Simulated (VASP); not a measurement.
# Hf2S (P6_3/mmc) in VASP: notebook, part 3 of 3

VASP 6.6.1. The steps go on from the part before.

### 5 Single point, LDA

Input file INCAR:

```
  ALGO = Normal
  EDIFF = 1E-7
  ENCUT = 520
  GGA = CA
  ISIF = 2
  ISMEAR = -1
  LASPH = True
  LCHARG = False
  LREAL = False
  LWAVE = False
  NBANDS = 35
  NELM = 80
  PREC = Accurate
  SIGMA = 0.15
```

Input file KPOINTS:

```
k-points
0
Gamma
  12 12 4
```

Input file POSCAR:

```
Hf2S
1.0
    3.3128261917      0.0000000000      0.0000000000
   -1.6564130959      2.8689916403      0.0000000000
    0.0000000000      0.0000000000     11.6063249251
Hf S
4 2
Direct
    0.6666666667      0.3333333333      0.8988305110
    0.3333333333      0.6666666667      0.3988305110
    0.6666666667      0.3333333333      0.6011694890
    0.3333333333      0.6666666667      0.1011694890
    0.0000000000      0.0000000000      0.7500000000
    0.0000000000      0.0000000000      0.2500000000
```

Potentials or basis: VASP PAW LDA potentials, release 64 (Hf_pv, S).

The run is started by

```console
cat potpaw_LDA.64/Hf_pv/POTCAR potpaw_LDA.64/S/POTCAR > POTCAR
mpirun -np 1 vasp_std > vasp.out
```

OUTCAR:

```text
EDIFF = 1E-7
   ENCUT = 520
   GGA = CA
   ISIF = 2
   ISMEAR = -1
   LASPH = True
   LREAL = False
   NELM = 80
   PREC = Accurate

 ion  position               nearest neighbor table
   1  0.667  0.333  0.899-   5 2.58   5 2.58   5 2.58   4 3.03   4 3.03   4 3.03   3 3.45
   2  0.333  0.667  0.399-   6 2.58   6 2.58   6 2.58   3 3.03   3 3.03   3 3.03   4 3.45
   3  0.667  0.333  0.601-   5 2.58   5 2.58   5 2.58   2 3.03   2 3.03   2 3.03   1 3.45
   4  0.333  0.667  0.101-   6 2.58   6 2.58   6 2.58   1 3.03   1 3.03   1 3.03   2 3.45
   5  0.000  0.000  0.750-   1 2.58   3 2.58   1 2.58   3 2.58   1 2.58   3 2.58
   6  0.000  0.000  0.250-   2 2.58   4 2.58   2 2.58   4 2.58   2 2.58   4 2.58

  LATTYP: Found a hexagonal cell.
 ALAT       =     3.3128261917
 C/A-ratio  =     3.5034512086

  Lattice vectors:

 A1 = (   3.3128261917,   0.0000000000,   0.0000000000)
 A2 = (  -1.6564130959,   2.8689916403,   0.0000000000)
 A3 = (   0.0000000000,   0.0000000000,  11.6063249251)

Analysis of symmetry for initial positions (statically):
=====================================================================
 Subroutine PRICEL returns:
 Original cell was already a primitive cell.

 Routine SETGRP: Setting up the symmetry group for a
 hexagonal supercell.

 Subroutine GETGRP returns: Found 24 space group operations
 (whereof 12 operations were pure point group operations)
 out of a pool of 24 trial point group operations.

The static configuration has the point symmetry D_3d.
 The point group associated with its full space group is D_6h.

Analysis of symmetry for dynamics (positions and initial velocities):
=====================================================================
 Subroutine PRICEL returns:
 Original cell was already a primitive cell.

 Routine SETGRP: Setting up the symmetry group for a
 hexagonal supercell.

 Subroutine GETGRP returns: Found 24 space group operations
 (whereof 12 operations were pure point group operations)
 out of a pool of 24 trial point group operations.

The dynamic configuration has the point symmetry D_3d.
[... 127 lines left out ...]
     AMIX     =   0.40;   BMIX     =  1.00
     AMIX_MAG =   1.60;   BMIX_MAG =  1.00
  volume/ion in A,a.u.               =      18.39       124.07
  Fermi-wavevector in a.u.,A,eV,Ry     =   1.274095  2.407690 22.086574  1.623317
  Thomas-Fermi vector in A             =   2.406882
   LORBIT       =      0    0 simple, 1 ext, 2 COOP (PROOUT), +10 PAW based schemes
   GGA     = CA    functional components
   LHFCALC =     F    Hartree Fock is set to
   AEXX    =    0.0000 exact exchange contribution
   IVDW    =     0    specifies the selected vdW correction
   LEPSILON=     F    determine dielectric tensor
   LRPA    =     F    only Hartree local field effects (RPA)
 non-spin polarized calculation
  energy-cutoff  :      520.00
  volume of cell :      110.31
 maximum number of plane-waves:      3012
 NGX is ok and might be reduce to    28
   NGX = 13   NGY = 13   NGZ = 43

 number of electron      52.0000002 magnetization

 Free energy of the ion-electron system (eV)
  ---------------------------------------------------
  ext. energy  EPLUGINS =         0.00000000
  ---------------------------------------------------
  free energy    TOTEN  =       -59.08242462 eV

  energy without entropy =      -58.87809009  energy(sigma->0) =      -58.98025736

 E-fermi :   6.5874     XC(G=0): -11.7988

 val. band max:        6.5847461760   @ k =   0.1667   0.0000   0.0000
 cond. band min:       6.5932104378   @ k =   0.3333  -0.0000   0.2500
 fundamental gap:      0.0084642618
 Fermi energy:         6.5873730947

 k-point     1 :       0.0000    0.0000    0.0000
  band No.  band energies     occupation
      1     -24.3913      2.00000
      2     -24.2443      2.00000
      3     -23.8843      2.00000
      4     -23.7564      2.00000
      5     -23.7564      2.00000
      6     -23.7449      2.00000
[... 901 lines left out ...]
     34       9.8412      0.00000
     35      10.2806      0.00000

 [... further k-points ...]
[... 5 lines left out ...]
  --------------------------------------------------------------------------------------
  -------------------------------------------------------------------------------------
  Total       -0.0043814     -0.0043814      0.0815207      0.0000000      0.0000000      0.0000000
  in kB       -0.0636357     -0.0636357      1.1840118      0.0000000      0.0000000      0.0000000
  external PRESSURE =       0.3522468 kB  Pullay stress =       0.0000000 kB

 VOLUME and BASIS-vectors are now :
 -----------------------------------------------------------------------------
  energy-cutoff  :      520.00
  volume of cell :      110.31
      direct lattice vectors                 reciprocal lattice vectors
     3.312826192  0.000000000  0.000000000     0.301857068  0.174277259  0.000000000
    -1.656413096  2.868991640  0.000000000     0.000000000  0.348554519  0.000000000
     0.000000000  0.000000000 11.606324925     0.000000000  0.000000000  0.086159918

 POSITION                                       TOTAL-FORCE (eV/Angst)
 -----------------------------------------------------------------------------------
      1.65641      0.95633     10.43212        -0.000000      0.000000     -0.032488
     -0.00000      1.91266      4.62896        -0.000000     -0.000000     -0.032488
      1.65641      0.95633      6.97737         0.000000      0.000000      0.032488
     -0.00000      1.91266      1.17421        -0.000000      0.000000      0.032488
      0.00000      0.00000      8.70474         0.000000      0.000000      0.000000
      0.00000      0.00000      2.90158         0.000000     -0.000000     -0.000000
 -----------------------------------------------------------------------------------
    total drift:                                0.000000      0.000000      0.000000

  FREE ENERGIE OF THE ION-ELECTRON SYSTEM (eV)
  ---------------------------------------------------
  free  energy   TOTEN  =       -59.0824246185 eV

  energy  without entropy=      -58.8780900920  energy(sigma->0) =      -58.98025736
```

stdout:

```text
POSCAR found type information on POSCAR HfS
 POSCAR found :  2 types and       6 ions
 scaLAPACK will be used
 LDA part: xc-table for (Slater(with rela. corr.)+CA(PZ))
 , standard interpolation
 POSCAR, INCAR and KPOINTS ok, starting setup
 FFT: planning ... GRIDC
 FFT: planning ... GRID_SOFT
 FFT: planning ... GRID
 WAVECAR not read
 entering main loop
```

Wall time 3.6 min (1 thread of Intel Xeon 6975P-C, shared host); peak memory 0.32 GiB.

What came out:

```yaml
Free_energy: -59.0824 eV
Pressure: 0.0 GPa
Largest_force: 0.032 eV/Å
Band_gap_on_the_k_mesh: zero (band 26 reaches 7.11 eV, above the bottom of band 27 at 6.12 eV)
```

Forces in eV/Å, atoms in the order of the input:
```
Hf   0.000  0.000 -0.032
Hf   0.000  0.000 -0.032
Hf   0.000  0.000  0.032
Hf   0.000  0.000  0.032
S    0.000  0.000  0.000
S    0.000  0.000  0.000
```

Levels at points of the mesh, in eV from the Fermi level:
```
           k point  band 23  band 24  band 25  band 26  band 27  band 28  band 29  band 30
(0.00, 0.00, 0.00)    -1.34    -0.08    -0.02     0.52     0.52     0.60     0.60     0.90
(0.50, 0.00, 0.00)    -1.61    -1.24    -1.06    -0.58    -0.47     0.93     1.05     2.79
(0.00, 0.00, 0.50)    -1.07    -1.07     0.45     0.45     0.45     0.45     1.47     1.47
(0.50, 0.00, 0.50)    -1.71    -1.71    -0.79    -0.79     0.37     0.37     1.54     1.54
```

Caveat: spin-orbit coupling is left out, which moves the levels of the heavy elements.

### 6 Relaxation of cell and atoms, LDA

Input file INCAR:

```
PREC = Accurate ; ENCUT = 600
EDIFF = 1E-6 ; ISMEAR = -1
SIGMA = 0.15 ; LREAL = F
LASPH = T ; NELM = 60
ALGO = Normal ; ISIF = 3
LWAVE = F ; LCHARG = F
GGA = CA ; IBRION = 2
NSW = 80 ; EDIFFG = -0.001
```

Input file KPOINTS:

```
Automatic mesh
0
Gamma
  12 12 4
```

Input file POSCAR:

```
Hf2S
1.0
    3.3191677813      0.0000000000      0.0000000000
   -1.6595838907      2.8744836181      0.0000000000
    0.0000000000      0.0000000000     11.5633193732
Hf S
4 2
Direct
    0.6666666667      0.3333333333      0.8987512756
    0.3333333333      0.6666666667      0.3987512756
    0.6666666667      0.3333333333      0.6012487244
    0.3333333333      0.6666666667      0.1012487244
    0.0000000000      0.0000000000      0.7500000000
    0.0000000000      0.0000000000      0.2500000000
```

Potentials or basis: VASP PAW LDA potentials, release 64 (Hf_pv, S).

The run is started by

```console
cat potpaw_LDA.64/Hf_pv/POTCAR potpaw_LDA.64/S/POTCAR > POTCAR
mpirun -np 1 vasp_std > vasp.out
```

It took 20 min on 1 thread of Intel Xeon 6975P-C, shared host; peak memory 0.36 GiB.

The run converged. Its results:

| Item | Value |
| --- | --- |
| Free energy | -59.0835 eV |
| Relaxed volume | 18.39 Å³/atom |
| Relaxed cell | a = 3.313 Å, b = 3.313 Å, c = 11.610 Å, α = 90.00°, β = 90.00°, γ = 120.00° |
| Space group after relaxing (to 0.05 Å) | P6_3/mmc (No. 194) |
| Energy gained by relaxing | 0.3 meV/atom |
| Ionic steps | 16 |
| Pressure after relaxing | 0.0 GPa |
| Band gap on the k mesh | zero (band 26 reaches 7.11 eV, above the bottom of band 27 at 6.11 eV) |

The path:
```csv
step,energy change (eV),largest force (eV/Å),pressure (GPa),volume (Å³)
1,0.0000,0.0329,0.16,110.32
2,-0.0012,0.0027,-0.35,110.61
3,-0.0013,0.0034,-0.26,110.56
4,-0.0013,0.0135,0.23,110.17
5,-0.0015,0.0054,0.00,110.35
6,-0.0015,0.0052,0.01,110.36
7,-0.0015,0.0008,-0.13,110.46
8,-0.0015,0.0050,-0.01,110.36
9,-0.0015,0.0014,-0.02,110.35
10,-0.0015,0.0005,-0.01,110.35
11,-0.0015,0.0002,0.01,110.34
12,-0.0015,0.0002,0.01,110.33
13,-0.0015,0.0001,0.02,110.33
14,-0.0015,0.0003,-0.01,110.36
15,-0.0015,0.0002,-0.04,110.35
16,-0.0015,0.0001,-0.01,110.34
```

Final structure:
```
Hf S
1.0
     3.31268    0.00000    0.00000
    -1.65634    2.86887    0.00000
     0.00000    0.00000   11.61035
Hf S
4 2
Direct
  0.66667 0.33333 0.89865
  0.33333 0.66667 0.39865
  0.66667 0.33333 0.60135
  0.33333 0.66667 0.10135
  0.00000 0.00000 0.75000
  0.00000 0.00000 0.25000
```

Levels at points of the mesh, in eV from the Fermi level:
| k point | band 24 | band 25 | band 26 | band 27 | band 28 | band 29 |
| --- | --- | --- | --- | --- | --- | --- |
| (0.00, 0.00, 0.00) | -0.09 | -0.01 | 0.53 | 0.53 | 0.61 | 0.61 |
| (0.50, 0.00, 0.00) | -1.24 | -1.05 | -0.58 | -0.48 | 0.94 | 1.04 |
| (0.00, 0.00, 0.50) | -1.07 | 0.45 | 0.45 | 0.45 | 0.45 | 1.47 |
| (0.50, 0.00, 0.50) | -1.71 | -0.79 | -0.79 | 0.36 | 0.36 | 1.55 |

Caveat: spin-orbit coupling is left out, which moves the levels of the heavy elements.

### 7 Overview

| task | cell | cutoff (eV) | smearing | gap on the mesh (eV) | pressure (GPa) | largest force (eV/Å) |
| --- | --- | --- | --- | --- | --- | --- |
| single point | a = 3.313, b = 3.313, c = 11.606 Å, angles 90.0, 90.0, 120.0°, 6 atoms | 520 | fermi-dirac 0.15 eV | none | 0.0 | 0.03 |
| single point | a = 3.339, b = 3.339, c = 11.655 Å, angles 90.0, 90.0, 120.0°, 6 atoms | 520 | fermi-dirac 0.15 eV | none | -2.8 | 0.03 |
| single point | a = 3.319, b = 3.319, c = 11.563 Å, angles 90.0, 90.0, 120.0°, 6 atoms | 520 | gaussian 0.1 eV | none | 0.0 | 0.03 |
| relaxation of cell and atoms | relaxed from a = 3.319, b = 3.319, c = 11.563 Å, angles 90.0, 90.0, 120.0°, 6 atoms | 600 | fermi-dirac 0.15 eV | none | 0.0 | - |

Alike in all rows: level LDA; potentials or basis VASP PAW LDA potentials, release 64 (Hf_pv, S); no spin polarisation; k mesh 12 × 12 × 4.

Caveats: spin-orbit coupling is left out, which moves the levels of the heavy elements.

Total energies depend on the potentials used, so only differences within one code and one set of settings carry meaning.
